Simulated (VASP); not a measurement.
# LaRhI6 (P1) in VASP: single point with PBEsol

Aim: the single point of LaRhI6 with PBEsol.

Program: VASP 6.6.1. These are calculated values, not measurements. Logs are shortened: lines on timing, memory, paths and dates and some standing lists are left out, and cuts for length are marked.

**1. The cell of the first run**

The typed cell holds 8 atoms: a = 5.601 Å, b = 3.982 Å, c = 13.182 Å, α = 90.00°, β = 90.00°, γ = 90.31°.

**2. Single point, PBEsol**

INCAR reads:

```
PREC = Accurate
ENCUT = 520
EDIFF = 1E-6
ISMEAR = -1
SIGMA = 0.05
LREAL = F
LASPH = T
NELM = 80
ALGO = Normal
ISIF = 2
LWAVE = F
LCHARG = F
GGA = PS
NBANDS = 44
```

KPOINTS reads:

```
regular mesh
0
Gamma
  4 4 2
```

POSCAR reads:

```
LaRhI6
1.0
    5.6014524047     -0.0036671466      0.0000746412
   -0.0190593547      3.9816887032     -0.0050205959
   -0.0004957657      0.0166339873     13.1824779443
La Rh I
1 1 6
Direct
   -0.2538872706     -0.3471624093      0.3769235042
    0.2497379190      0.2031420293     -0.1231431518
    0.2497423041      0.7031352114      0.0086376255
    0.7503224248      0.1969504717      0.5646769425
    0.2489273707      0.0146631402      0.3769407474
    0.7497354459      0.2032106498      0.8769293975
   -0.2497144496      0.1969015588      0.1891736009
    0.2497456037      0.7031320637      0.7450855008
```

Potentials or basis: VASP PAW PBE potentials, release 64 (La, Rh_pv, I).

Launch:

```bash
$ cat potpaw_PBE.64/La/POTCAR potpaw_PBE.64/Rh_pv/POTCAR potpaw_PBE.64/I/POTCAR > POTCAR
$ mpirun -np 1 vasp_std > vasp.out
```

OUTCAR:

```text
PREC = Accurate
   ENCUT = 520
   EDIFF = 1E-6
   ISMEAR = -1
   LREAL = F
   LASPH = T
   NELM = 80
   ISIF = 2
   GGA = PS

 ion  position               nearest neighbor table
   1  0.746  0.653  0.377-   4 3.07   7 3.07   5 3.14   5 3.16   7 3.29   4 3.29
   2  0.250  0.203  0.877-   8 2.64   8 2.64   3 2.64   3 2.64   6 2.80   6 2.80
   3  0.250  0.703  0.009-   2 2.64   2 2.64   8 3.47
   4  0.750  0.197  0.565-   1 3.07   1 3.29
   5  0.249  0.015  0.377-   1 3.14   1 3.16
   6  0.750  0.203  0.877-   2 2.80   2 2.80
   7  0.750  0.197  0.189-   1 3.07   1 3.29
   8  0.250  0.703  0.745-   2 2.64   2 2.64   3 3.47

  LATTYP: Found a triclinic cell.
 ALAT       =     3.9817374844
 B/A-ratio  =     3.4584645462
 C/A-ratio  =     1.4067862654
 COS(alpha) =     0.0015493148
 COS(beta)  =     0.0054413784
 COS(gamma) =     0.2891446180

  Lattice vectors:

 A1 = (  -0.0190593547,   3.9816887032,  -0.0050205959)
 A2 = (  -0.0185635890,   3.9650547159, -13.1874985402)
 A3 = (  -5.6014524047,   0.0036671466,  -0.0000746412)

Analysis of symmetry for initial positions (statically):
=====================================================================
 Subroutine PRICEL returns:
 Original cell was already a primitive cell.

 Routine SETGRP: Setting up the symmetry group for a
 triclinic supercell.

 Subroutine GETGRP returns: Found  1 space group operations
 (whereof  1 operations were pure point group operations)
 out of a pool of  2 trial point group operations.

The static configuration has the point symmetry C_1 .

Analysis of symmetry for dynamics (positions and initial velocities):
=====================================================================
 Subroutine PRICEL returns:
 Original cell was already a primitive cell.

 Routine SETGRP: Setting up the symmetry group for a
 triclinic supercell.

 Subroutine GETGRP returns: Found  1 space group operations
 (whereof  1 operations were pure point group operations)
 out of a pool of  2 trial point group operations.

The dynamic configuration has the point symmetry C_1 .

 Subroutine INISYM returns: Found  1 space group operations
 (whereof  1 operations are pure point group operations),
 and found     1 'primitive' translations

----------------------------------------------------------------------------------------

                                     Primitive cell

  volume of cell :     294.0115

  direct lattice vectors                    reciprocal lattice vectors
     5.601452405 -0.003667147  0.000074641     0.178525686  0.000854565  0.000005636
    -0.019059355  3.981688703 -0.005020596     0.000164427  0.251150107 -0.000316901
    -0.000495766  0.016633987 13.182477944    -0.000000948  0.000095647  0.075858151

  length of vectors
     5.601453606  3.981737484 13.182488448     0.178527731  0.251150361  0.075858212

  position of ions in fractional coordinates (direct lattice)
     0.746112729  0.652837591  0.376923504
     0.249737919  0.203142029  0.876856848
     0.249742304  0.703135211  0.008637626
     0.750322425  0.196950472  0.564676943
     0.248927371  0.014663140  0.376940747
     0.749735446  0.203210650  0.876929397
     0.750285550  0.196901559  0.189173601
     0.249745604  0.703132064  0.745085501

  ion indices of the primitive-cell ions
   primitive index   ion index
                 1           1
                 2           2
                 3           3
                 4           4
                 5           5
                 6           6
                 7           7
                 8           8

----------------------------------------------------------------------------------------

 KPOINTS: regular mesh

Automatic generation of k-mesh.
 Grid dimensions read from file:
 generate k-points for:    4    4    2

 Generating k-lattice:

  Cartesian coordinates                     Fractional coordinates (reciprocal lattice)
     0.044631422  0.000213641  0.000001409     0.250000000 -0.000000000  0.000000000
     0.000041107  0.062787527 -0.000079225     0.000000000  0.250000000 -0.000000000
    -0.000000474  0.000047823  0.037929076     0.000000000  0.000000000  0.500000000

  Length of vectors
     0.044631933  0.062787590  0.037929106

  Shift w.r.t. Gamma in fractional coordinates (k-lattice)
     0.000000000  0.000000000  0.000000000

 Subroutine IBZKPT returns following result:
 ===========================================

 Found     20 irreducible k-points:

 Following reciprocal coordinates:
            Coordinates               Weight
  0.000000  0.000000  0.000000      1.000000
  0.250000  0.000000  0.000000      2.000000
  0.500000  0.000000  0.000000      1.000000
  0.000000  0.250000  0.000000      2.000000
  0.250000  0.250000  0.000000      2.000000
  0.500000  0.250000  0.000000      2.000000
[... 12 lines left out ...]
  0.250000  0.500000  0.500000      2.000000
  0.500000  0.500000  0.500000      1.000000
   k-points           NKPTS =     20   k-points in BZ     NKDIM =     20   number of bands    NBANDS=     44
   number of dos      NEDOS =    301   number of ions     NIONS =      8
   total plane-waves  NPLWV = 123480
   dimension x,y,z NGX =    42 NGY =   30 NGZ =   98
   dimension x,y,z NGXF=    84 NGYF=   60 NGZF=  196
   ions per type =               1   1   6
   NGX,Y,Z   is equivalent  to a cutoff of  12.47, 12.53, 12.36 a.u.
   NGXF,Y,Z  is equivalent  to a cutoff of  24.93, 25.05, 24.72 a.u.
 SYSTEM =  unknown system
   PREC   = accura    normal or accurate (medium, high low for compatibility)
   ISTART =      0    job   : 0-new  1-cont  2-samecut
   ICHARG =      2    charge: 1-file 2-atom 10-const
   ISPIN  =      1    spin polarized calculation?
   LNONCOLLINEAR =      F non collinear calculations
   LSORBIT =      F    spin-orbit coupling
   LASPH  =      T    aspherical Exc in radial PAW
   ENCUT  =  520.0 eV  38.22 Ry    6.18 a.u.  10.41  7.40 24.51*2*pi/ulx,y,z
   NELM   =     80;   NELMIN=  2; NELMDL= -5     # of ELM steps
   EDIFF  = 0.1E-05   stopping-criterion for ELM
   LREAL  =      F    real-space projection
   EDIFFG = 0.1E-04   stopping-criterion for IOM
   NSW    =      0    number of steps for IOM
   IBRION =     -1    ionic relax: 0-MD 1-quasi-New 2-CG
   NFREE  =      0    steps in history (QN), initial steepest desc. (CG)
   ISIF   =      2    stress and relaxation
   ISYM   =      2    0-nonsym 1-usesym 2-fastsym
   POTIM  = 0.5000    time-step for ionic-motion
   TEBEG  =    0.0;   TEEND  =   0.0 temperature during run
   PSTRESS=    0.0 pullay stress
   NELECT =      68.0000    total number of electrons
   NUPDOWN=      -1.0000    fix difference up-down
   EMIN   =  10.00;   EMAX   =-10.00  energy-range for DOS
   EFERMI =   0.00;   METHOD = LEGACY
   ISMEAR =    -1;   SIGMA  =   0.05  broadening in eV -4-tet -1-fermi 0-gaus
   EFERMI_NEDOS =   21; number of points for ismear=-14 and -15
   IALGO  =     38    algorithm
   IMIX   =      4    mixing-type and parameters
     AMIX     =   0.40;   BMIX     =  1.00
     AMIX_MAG =   1.60;   BMIX_MAG =  1.00
  volume/ion in A,a.u.               =      36.75       248.01
  Fermi-wavevector in a.u.,A,eV,Ry     =   1.004900  1.898986 13.739501  1.009825
  Thomas-Fermi vector in A             =   2.137546
   LORBIT       =      0    0 simple, 1 ext, 2 COOP (PROOUT), +10 PAW based schemes
   GGA     = PS    functional components
   LHFCALC =     F    Hartree Fock is set to
   AEXX    =    0.0000 exact exchange contribution
   IVDW    =     0    specifies the selected vdW correction
   LEPSILON=     F    determine dielectric tensor
   LRPA    =     F    only Hartree local field effects (RPA)
 non-spin polarized calculation
  energy-cutoff  :      520.00
  volume of cell :      294.01
 maximum number of plane-waves:      7959
 NGX is ok and might be reduce to    42
   NGX = 21   NGY = 15   NGZ = 49

 number of electron      68.0000003 magnetization

 Free energy of the ion-electron system (eV)
  ---------------------------------------------------
  ext. energy  EPLUGINS =         0.00000000
  ---------------------------------------------------
  free energy    TOTEN  =       -29.86913345 eV

  energy without entropy =      -29.83868675  energy(sigma->0) =      -29.85391010

 E-fermi :   4.1485     XC(G=0):  -8.7631

 val. band max:        4.1191605286   @ k =   0.0000   0.0000   0.5000
 cond. band min:       4.2216659933   @ k =   0.2500   0.0000   0.5000
 fundamental gap:      0.1025054647
 Fermi energy:         4.1484942949

 k-point     1 :       0.0000    0.0000    0.0000
  band No.  band energies     occupation
      1     -41.8507      2.00000
      2     -41.7290      2.00000
      3     -41.5567      2.00000
      4     -28.7205      2.00000
      5     -12.6041      2.00000
      6     -12.5484      2.00000
[... 36 lines left out ...]
     43       6.3529      0.00000
     44       6.4754      0.00000

 k-point     2 :       0.2500    0.0000    0.0000
  band No.  band energies     occupation
      1     -41.8507      2.00000
      2     -41.7290      2.00000
      3     -41.5566      2.00000
      4     -28.7201      2.00000
      5     -12.6316      2.00000
      6     -12.6024      2.00000
[... 36 lines left out ...]
     43       6.2847      0.00000
     44       6.4732      0.00000

 k-point     3 :       0.5000    0.0000    0.0000
  band No.  band energies     occupation
      1     -41.8507      2.00000
      2     -41.7290      2.00000
      3     -41.5565      2.00000
      4     -28.7197      2.00000
      5     -12.7069      2.00000
      6     -12.6007      2.00000
[... 788 lines left out ...]
     43       6.2744      0.00000
     44       6.3063      0.00000

 k-point    20 :       0.5000    0.5000    0.5000
  band No.  band energies     occupation
      1     -41.8570      2.00000
      2     -41.7276      2.00000
      3     -41.5562      2.00000
      4     -28.6836      2.00000
      5     -12.8773      2.00000
      6     -12.5607      2.00000
[... 36 lines left out ...]
     43       6.2812      0.00000
     44       6.3044      0.00000

------------------------ aborting loop because EDIFF is reached ----------------------------------------

  FORCE on cell =-STRESS in cart. coord.  units (eV):
  Direction    XX          YY          ZZ          XY          YZ          ZX
  --------------------------------------------------------------------------------------
  -------------------------------------------------------------------------------------
  Total       -0.0303484     -0.0413061     -0.0385632     -0.0063450     -0.0004498      0.0000970
  in kB       -0.1653798     -0.2250924     -0.2101454     -0.0345761     -0.0024509      0.0005286
  external PRESSURE =      -0.2002059 kB  Pullay stress =       0.0000000 kB

 VOLUME and BASIS-vectors are now :
 -----------------------------------------------------------------------------
  energy-cutoff  :      520.00
  volume of cell :      294.01
      direct lattice vectors                 reciprocal lattice vectors
     5.601452405 -0.003667147  0.000074641     0.178525686  0.000854565  0.000005636
    -0.019059355  3.981688703 -0.005020596     0.000164427  0.251150107 -0.000316901
    -0.000495766  0.016633987 13.182477944    -0.000000948  0.000095647  0.075858151

 POSITION                                       TOTAL-FORCE (eV/Angst)
 -----------------------------------------------------------------------------------
      4.16669      2.60293      4.96556        -0.001648     -0.004196     -0.000164
      1.39459      0.82252     11.55814        -0.000102     -0.000052      0.000516
      1.38551      2.79889      0.11035        -0.000003      0.000122     -0.007792
      4.19886      0.79084      7.44291         0.000131      0.003388     -0.000842
      1.39389      0.06374      4.96896         0.001298     -0.003153     -0.000094
      4.19530      0.82096     11.55914         0.000180      0.000027      0.000059
      4.19884      0.78440      2.49284         0.000284      0.003577      0.000843
      1.38517      2.81113      9.81856        -0.000140      0.000287      0.007473
 -----------------------------------------------------------------------------------
    total drift:                                0.000431      0.000549      0.000413

  FREE ENERGIE OF THE ION-ELECTRON SYSTEM (eV)
  ---------------------------------------------------
  free  energy   TOTEN  =       -29.8691334532 eV

  energy  without entropy=      -29.8386867509  energy(sigma->0) =      -29.85391010
```

Run time: 4.9 min. Hardware: 1 thread of Intel Xeon 6975P-C (Granite Rapids), shared host; peak memory 0.5 GiB.

What came out:

| Item | Value |
| --- | --- |
| Free energy | -29.8691 eV |
| Pressure | 0.0 GPa |
| Largest force | 0.008 eV/Å |
| Band gap on the k mesh | zero (bands 34 and 35 overlap by 0.51 eV) |

Forces on the atoms (eV/Å):
```
La  -0.002 -0.004  0.000
Rh   0.000  0.000  0.001
I    0.000  0.000 -0.008
I    0.000  0.003 -0.001
I    0.001 -0.003  0.000
I    0.000  0.000  0.000
I    0.000  0.004  0.001
I    0.000  0.000  0.007
```

Levels at points of the mesh, in eV from the Fermi level:
```csv
k point,band 30,band 31,band 32,band 33,band 34,band 35,band 36,band 37,band 38,band 39
"(0.00, 0.00, 0.00)",-1.01,-0.68,-0.61,-0.40,-0.14,-0.10,0.75,1.84,1.85,2.00
"(0.50, 0.00, 0.00)",-0.99,-0.55,-0.32,-0.08,0.27,0.81,1.72,1.85,1.98,2.05
"(0.00, 0.50, 0.00)",-1.56,-1.42,-1.03,-0.86,-0.72,-0.12,1.54,1.83,1.84,2.00
"(0.50, 0.50, 0.00)",-1.42,-0.97,-0.93,-0.17,-0.13,1.42,1.73,1.76,1.94,2.02
"(0.00, 0.00, 0.50)",-1.08,-0.94,-0.64,-0.49,-0.14,-0.03,0.81,1.85,1.85,1.99
"(0.50, 0.00, 0.50)",-0.85,-0.82,-0.39,-0.10,0.27,0.87,1.73,1.86,1.97,2.04
"(0.00, 0.50, 0.50)",-1.55,-1.42,-1.02,-0.79,-0.72,-0.13,1.53,1.83,1.84,2.00
"(0.50, 0.50, 0.50)",-1.51,-0.99,-0.97,-0.11,-0.08,1.45,1.76,1.86,1.89,1.94
```

Caveat: the k points lie up to 0.39 Å⁻¹ apart, too coarse for converged energies and pressures of a metal; the PAW data sets were made with another functional, which shifts forces and pressure a little; spin-orbit coupling is left out, which moves the levels of the heavy elements.
